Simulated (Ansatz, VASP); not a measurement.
## One calculation of ZnO, two programs

```
Zn O
1.0
     5.51313    0.00000    0.00000
     0.00000    5.51313    0.00000
     0.00000    0.00000    3.24879
Zn O
4 4
Direct
  0.18179 0.18179 0.50000
  0.81821 0.81821 0.50000
  0.68179 0.31821 0.00000
  0.31821 0.68179 0.00000
  0.81748 0.18252 0.50000
  0.18252 0.81748 0.50000
  0.68252 0.68252 0.00000
  0.31748 0.31748 0.00000
```

Alike in both runs: task single point; functional PBE; k mesh 6 × 6 × 8; occupations fermi-dirac, width 0.02 eV; no spin polarisation.

```csv
,VASP,Ansatz
version,VASP 6.6.1,Ansatz 0.2.0
potentials or method,"VASP PAW PBE potentials, release 64 (Zn, O)","plane waves, PAW"
plane-wave cutoff (eV),520,420
valence electrons in the cell,72,72
```

```tsv
	VASP	Ansatz	Ansatz less VASP
gap on the k mesh at the Fermi level (eV)	0.80	0.81	+0.012
pressure (GPa)	6.8	5.7	-1.06
traceless stress, the component that is largest in VASP (GPa)	0.41	0.23	-0.187
rms of the force components (eV/Å)	0.020	0.020	+0.0006
```

Atom by atom the forces differ by 0.001 eV/Å (rms over components). With one functional, cell and mesh, what is left measures potentials, basis and numerics.
